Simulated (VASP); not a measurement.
# AlN (P6_3mc) in VASP: a series of runs, part 2 of 3

VASP 6.6.1. The steps go on from the part before.

## (3) Single point, LDA

Contents of INCAR:

```
PREC     = Accurate       # precision mode
ENCUT    = 520            # plane-wave cutoff, eV
EDIFF    = 1E-6           # SCF threshold, eV
ISMEAR   = 0              # smearing method
SIGMA    = 0.01           # smearing width, eV
LREAL    = F              # projectors in reciprocal space
LASPH    = T              # aspherical terms in the spheres
NELM     = 100            # most SCF steps
ALGO     = Normal         # electronic algorithm
ISIF     = 2              # what is computed and relaxed
LWAVE    = F              # write WAVECAR
LCHARG   = T              # write CHGCAR
GGA      = CA             # functional
LELF     = T              # ELF
LVHAR    = T            
NBANDS   = 16             # bands
```

Contents of KPOINTS:

```
regular mesh
0
Gamma
  12 12 6
```

Contents of POSCAR:

```
AlN
1.0
    3.1066945029      0.0000000000      0.0000000000
   -1.5533472514      2.6904763613      0.0000000000
    0.0000000000      0.0000000000      4.9785885515
Al N
2 2
Direct
    0.3333333333      0.6666666667     -0.0007956040
    0.6666666667      0.3333333333      0.4992043960
    0.3333333333      0.6666666667      0.3807956040
    0.6666666667      0.3333333333      0.8807956040
```

Potentials or basis: VASP PAW LDA potentials, release 64 (Al, N).

Launch:

```
> cat potpaw_LDA.64/Al/POTCAR potpaw_LDA.64/N/POTCAR > POTCAR
> mpirun -np 1 vasp_std > vasp.out
```

OUTCAR:

```text
PREC = Accurate
   ENCUT = 520
   EDIFF = 1E-6
   ISMEAR = 0
   LREAL = F
   LASPH = T
   NELM = 100
   ISIF = 2
   GGA = CA

 ion  position               nearest neighbor table
   1  0.333  0.667  0.999-   4 1.89   4 1.89   4 1.89   3 1.90   2 3.07   2 3.07   2 3.07   2 3.07
                             2 3.07   2 3.07
   2  0.667  0.333  0.499-   3 1.89   3 1.89   3 1.89   4 1.90   1 3.07   1 3.07   1 3.07   1 3.07
                             1 3.07   1 3.07
   3  0.333  0.667  0.381-   2 1.89   2 1.89   2 1.89   1 1.90
   4  0.667  0.333  0.881-   1 1.89   1 1.89   1 1.89   2 1.90

  LATTYP: Found a hexagonal cell.
 ALAT       =     3.1066945029
 C/A-ratio  =     1.6025356040

  Lattice vectors:

 A1 = (   3.1066945029,   0.0000000000,   0.0000000000)
 A2 = (  -1.5533472514,   2.6904763613,   0.0000000000)
 A3 = (   0.0000000000,   0.0000000000,   4.9785885515)

Analysis of symmetry for initial positions (statically):
=====================================================================
 Subroutine PRICEL returns:
 Original cell was already a primitive cell.

 Routine SETGRP: Setting up the symmetry group for a
 hexagonal supercell.

 Subroutine GETGRP returns: Found 12 space group operations
 (whereof  6 operations were pure point group operations)
 out of a pool of 24 trial point group operations.

The static configuration has the point symmetry C_3v.
 The point group associated with its full space group is C_6v.

Analysis of symmetry for dynamics (positions and initial velocities):
=====================================================================
 Subroutine PRICEL returns:
 Original cell was already a primitive cell.

 Routine SETGRP: Setting up the symmetry group for a
 hexagonal supercell.

 Subroutine GETGRP returns: Found 12 space group operations
[... 120 lines left out ...]
   NUPDOWN=      -1.0000    fix difference up-down
   EMIN   =  10.00;   EMAX   =-10.00  energy-range for DOS
   EFERMI =   0.00;   METHOD = LEGACY
   ISMEAR =     0;   SIGMA  =   0.01  broadening in eV -4-tet -1-fermi 0-gaus
   EFERMI_NEDOS =   21; number of points for ismear=-14 and -15
   IALGO  =     38    algorithm
   IMIX   =      4    mixing-type and parameters
     AMIX     =   0.40;   BMIX     =  1.00
     AMIX_MAG =   1.60;   BMIX_MAG =  1.00
  volume/ion in A,a.u.               =      10.40        70.21
  Fermi-wavevector in a.u.,A,eV,Ry     =   1.190429  2.249585 19.281105  1.417121
  Thomas-Fermi vector in A             =   2.326514
   LORBIT       =      0    0 simple, 1 ext, 2 COOP (PROOUT), +10 PAW based schemes
   GGA     = CA    functional components
   LHFCALC =     F    Hartree Fock is set to
   AEXX    =    0.0000 exact exchange contribution
   IVDW    =     0    specifies the selected vdW correction
   LEPSILON=     F    determine dielectric tensor
   LRPA    =     F    only Hartree local field effects (RPA)
 non-spin polarized calculation
 Gauss-broadening in eV      SIGMA  =   0.01
  energy-cutoff  :      520.00
  volume of cell :       41.61
 maximum number of plane-waves:      1152
 NGX is ok and might be reduce to    24
   NGX = 11   NGY = 11   NGZ = 19

 number of electron      15.9999999 magnetization

 Free energy of the ion-electron system (eV)
  ---------------------------------------------------
  ext. energy  EPLUGINS =         0.00000000
  ---------------------------------------------------
  free energy    TOTEN  =       -32.83515130 eV

  energy without entropy =      -32.83515130  energy(sigma->0) =      -32.83515130

 E-fermi :   5.9946     XC(G=0): -11.2616

 val. band max:        5.9218408731   @ k =   0.0000   0.0000   0.0000
 cond. band min:      10.1875869955   @ k =   0.0000   0.0000   0.0000
 fundamental gap:      4.2657461224
 Fermi energy:         5.9945910461

 k-point     1 :       0.0000    0.0000    0.0000
  band No.  band energies     occupation
      1      -9.1260      2.00000
      2      -6.8974      2.00000
      3      -0.1420      2.00000
      4       5.0589      2.00000
      5       5.0589      2.00000
      6       5.7125      2.00000
[... 433 lines left out ...]
      3       0.9622      2.00000
      4       1.9556      2.00000
      5       2.5501      2.00000
      6       4.1369      2.00000
[... 8 lines left out ...]
     15      18.1983      0.00000
     16      20.0478      0.00000

 [... further k-points ...]
[... 5 lines left out ...]
  --------------------------------------------------------------------------------------
  -------------------------------------------------------------------------------------
  Total       -0.8401089     -0.8401089     -0.8457394     -0.0000000      0.0000000      0.0000000
  in kB      -32.3453758    -32.3453758    -32.5621563     -0.0000000      0.0000000      0.0000000
  external PRESSURE =     -32.4176360 kB  Pullay stress =       0.0000000 kB

 VOLUME and BASIS-vectors are now :
 -----------------------------------------------------------------------------
  energy-cutoff  :      520.00
  volume of cell :       41.61
      direct lattice vectors                 reciprocal lattice vectors
     3.106694503  0.000000000  0.000000000     0.321885528  0.185840696  0.000000000
    -1.553347251  2.690476361  0.000000000     0.000000000  0.371681392  0.000000000
     0.000000000  0.000000000  4.978588551     0.000000000  0.000000000  0.200860141

 POSITION                                       TOTAL-FORCE (eV/Angst)
 -----------------------------------------------------------------------------------
     -0.00000      1.79365      4.97463         0.000000     -0.000000     -0.001983
      1.55335      0.89683      2.48533        -0.000000      0.000000     -0.001983
     -0.00000      1.79365      1.89582        -0.000000      0.000000      0.001983
      1.55335      0.89683      4.38512         0.000000     -0.000000      0.001983
 -----------------------------------------------------------------------------------
    total drift:                               -0.000000      0.000000     -0.000804

  FREE ENERGIE OF THE ION-ELECTRON SYSTEM (eV)
  ---------------------------------------------------
  free  energy   TOTEN  =       -32.8351512981 eV

  energy  without entropy=      -32.8351512981  energy(sigma->0) =      -32.83515130
```

OSZICAR:

```text
N       E                     dE             d eps       ncg     rms          rms(c)
DAV:   1     0.362265204375E+02    0.36227E+02   -0.73453E+03  2440   0.898E+02
DAV:   2    -0.347206914576E+02   -0.70947E+02   -0.65042E+02  3440   0.176E+02
DAV:   3    -0.378825955800E+02   -0.31619E+01   -0.31525E+01  2976   0.377E+01
DAV:   4    -0.378984994510E+02   -0.15904E-01   -0.15903E-01  3048   0.324E+00
DAV:   5    -0.378986601332E+02   -0.16068E-03   -0.16068E-03  3024   0.315E-01    0.123E+01
DAV:   6    -0.329493225412E+02    0.49493E+01   -0.11446E+01  2544   0.240E+01    0.433E+00
DAV:   7    -0.328965398304E+02    0.52783E-01   -0.50066E-01  2920   0.466E+00    0.282E+00
DAV:   8    -0.328378087487E+02    0.58731E-01   -0.70131E-02  2608   0.222E+00    0.347E-01
DAV:   9    -0.328350475438E+02    0.27612E-02   -0.56389E-03  3048   0.537E-01    0.222E-01
DAV:  10    -0.328352016686E+02   -0.15412E-03   -0.59136E-04  2760   0.153E-01    0.115E-01
DAV:  11    -0.328351516986E+02    0.49970E-04   -0.87914E-05  2832   0.691E-02    0.203E-02
DAV:  12    -0.328351512981E+02    0.40047E-06   -0.14517E-06  2536   0.936E-03
   1 F= -.32835151E+02 E0= -.32835151E+02  d E =-.675297E-28
```

stdout:

```text
POSCAR found type information on POSCAR AlN
 POSCAR found :  2 types and       4 ions
 scaLAPACK will be used
 LDA part: xc-table for (Slater(with rela. corr.)+CA(PZ))
 , standard interpolation
 POSCAR, INCAR and KPOINTS ok, starting setup
 FFT: planning ... GRIDC
 FFT: planning ... GRID_SOFT
 FFT: planning ... GRID
 WAVECAR not read
 entering main loop
```

Wall time 13 s (1 thread of Intel Xeon 6975P-C (Granite Rapids), shared host); peak memory 0.16 GiB.

Results:

```
Free energy            : -32.8352 eV
Pressure               : -3.2 GPa
Band gap on the k mesh : 4.27 eV, direct
```

A k mesh can miss the band edges. LDA gaps usually lie below the measured ones, often by a third to a half.

## (4) Single point, PBEsol

This run uses another cell than the first one, of 10.46 Å³/atom, 1.006 times its volume.

Contents of INCAR:

```
SYSTEM = AlN
ALGO = Normal
EDIFF = 1E-6
ENCUT = 520
GGA = PS
ISIF = 2
ISMEAR = -1
LASPH = .True.
LCHARG = .False.
LREAL = .False.
LWAVE = .False.
NBANDS = 16
NELM = 60
PREC = Accurate
SIGMA = 0.02
```

Contents of KPOINTS:

```
k-points
0
Gamma
  12 12 6
  0 0 0
```

Contents of POSCAR:

```
AlN
1.0
    3.1138044487      0.0000000000      0.0000000000
   -1.5569022243      2.6966337550      0.0000000000
    0.0000000000      0.0000000000      4.9836780362
Al N
2 2
Direct
    0.3333333333      0.6666666667     -0.0009912529
    0.6666666667      0.3333333333      0.4990087471
    0.3333333333      0.6666666667      0.3809912529
    0.6666666667      0.3333333333      0.8809912529
```

Potentials or basis: VASP PAW PBE potentials, release 64 (Al, N).

Launch:

```
> cat potpaw_PBE.64/Al/POTCAR potpaw_PBE.64/N/POTCAR > POTCAR
> mpirun -np 1 vasp_std > vasp.out
```

Wall time 13 s (1 thread of Intel Xeon 6975P-C (Granite Rapids), shared host); peak memory 0.17 GiB.

Results (log left out):

| Property | Result |
| --- | --- |
| Free energy | -31.3124 eV |
| Pressure | -0.1 GPa |
| Band gap on the k mesh | 4.11 eV, direct |

Levels at points of the mesh, in eV from the valence-band top:
| k point | band 5 | band 6 | band 7 | band 8 | band 9 | band 10 | band 11 | band 12 |
| --- | --- | --- | --- | --- | --- | --- | --- | --- |
| (0.00, 0.00, 0.00) | -0.88 | -0.22 | -0.22 | 0.00 | 4.11 | 6.55 | 10.49 | 11.02 |
| (0.50, 0.00, 0.00) | -3.38 | -2.11 | -1.81 | -0.70 | 5.66 | 5.67 | 8.07 | 10.15 |
| (0.00, 0.00, 0.50) | -0.56 | -0.56 | -0.56 | -0.56 | 6.36 | 6.36 | 10.20 | 10.20 |
| (0.50, 0.00, 0.50) | -1.49 | -1.49 | -1.38 | -1.38 | 5.17 | 5.17 | 9.12 | 9.12 |

Caveat: the PAW data sets were made with another functional, which shifts forces and pressure a little.

[end of part 2 of 3]
